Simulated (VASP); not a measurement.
A run of VASP 6.6.1 is set up as follows.

Contents of INCAR:

```
SYSTEM = EuS
PREC = Accurate ; ENCUT = 600
EDIFF = 1E-6 ; ISMEAR = 0
SIGMA = 0.02 ; LREAL = .FALSE.
LASPH = .TRUE. ; NELM = 200
ALGO = Normal ; ISIF = 2
LWAVE = .FALSE. ; LCHARG = .FALSE.
ISPIN = 2 ; MAGMOM = 7 0
LORBIT = 11 ; LMAXMIX = 6
GGA = PE ; NBANDS = 22
GGA_COMPAT = .FALSE.
```

The input KPOINTS:

```
regular mesh
0
G
  8 8 8
  0 0 0
```

POSCAR

```
EuS
1.0
    0.0000000000      2.9785000000      2.9785000000
    2.9785000000      0.0000000000      2.9785000000
    2.9785000000      2.9785000000      0.0000000000
Eu S
1 1
Direct
    0.0000000000      0.0000000000      0.0000000000
    0.5000000000      0.5000000000      0.5000000000
```

Potentials or basis: VASP PAW PBE potentials, release 64 (Eu, S).

Run with:

```sh
$ cat potpaw_PBE.64/Eu/POTCAR potpaw_PBE.64/S/POTCAR > POTCAR
$ mpirun -np 1 vasp_std > vasp.out
```

Estimate the band gap on the k mesh.

zero (filled and empty bands overlap).

Predict the pressure.

-2.8 GPa.

What does it give for the net moment?

6.99 μB per cell.

Caveat: spin-orbit coupling is left out, which moves the levels of the heavy elements; a cell with one magnetic atom can't hold antiferromagnetic order, which such compounds often take; semilocal functionals describe open f shells poorly, which spoils levels, moments and volumes. With open d or f shells a metallic result of PBE can be an artefact of self-interaction; +U or a hybrid may open a gap.
